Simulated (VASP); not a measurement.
SnSe, 4 atoms in the cell. The cell holds a slab with vacuum, 4 atoms: a = 4.369 Å, b = 4.369 Å, c = 11.206 Å, α = 90.00°, β = 90.00°, γ = 90.00°. 

```yaml
Program: VASP 6.6.1
Task: single point
Functional: PBEsol
Potentials_or_basis: VASP PAW PBE potentials, release 64 (Sn_d, Se)
Cutoff: 520 eV
k_mesh: 6 × 6 × 3
Occupations: fermi-dirac, width 0.05 eV
Spin: no spin polarisation
Dipole_correction: no
Further_INCAR_settings: ALGO = Normal; EDIFF = 1e-06; NBANDS = 28
```

Potentials or basis: VASP PAW PBE potentials, release 64 (Sn_d, Se).

Command:

```sh
$ cat potpaw_PBE.64/Sn_d/POTCAR potpaw_PBE.64/Se/POTCAR > POTCAR
$ mpirun -np 1 vasp_std > vasp.out
```

Hardware: 1 thread of Intel(R) Xeon(R) 6975P-C (Granite Rapids) (shared host).

Question: Estimate the wall time of this run.

Answer: Run time: 62 s on 1 thread of Intel(R) Xeon(R) 6975P-C (Granite Rapids), on a shared host, peak memory 0.34 GiB. Counts: scf iterations 15, k points 20.
